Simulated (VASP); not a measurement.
Here is a VASP 6.6.1 calculation.

File INCAR:

```
SYSTEM = GaN
PREC = Accurate
ENCUT = 520
EDIFF = 1E-6
ISMEAR = -1
SIGMA = 0.05
LREAL = .FALSE.
LASPH = .TRUE.
NELM = 80
ALGO = Normal
ISIF = 2
LWAVE = .FALSE.
LCHARG = .TRUE.
GGA = PE
LELF = .TRUE.
LVHAR = .TRUE.
NBANDS = 16
```

Contents of KPOINTS:

```
Automatic mesh
0
G
  8 8 8
  0 0 0
```

File POSCAR:

```
GaN
1.0
    0.0000000000      2.2535006100      2.2159422665
    2.2535006100      0.0000000000      2.2159422665
    2.2535006100      2.2535006100      0.0000000000
Ga N
1 1
Direct
    0.0000000000      0.0000000000      0.0000000000
    0.7500000000      0.7500000000      0.7500000000
```

Potentials or basis: VASP PAW PBE potentials, release 64 (Ga_d, N).

The run is started by

```bash
$ cat potpaw_PBE.64/Ga_d/POTCAR potpaw_PBE.64/N/POTCAR > POTCAR
$ mpirun -np 1 vasp_std > vasp.out
```

(1) What does it give for the band gap on the k mesh?

(2) What does it give for the pressure?

## Answers

(1) 1.78 eV, direct.

(2) 8.4 GPa.
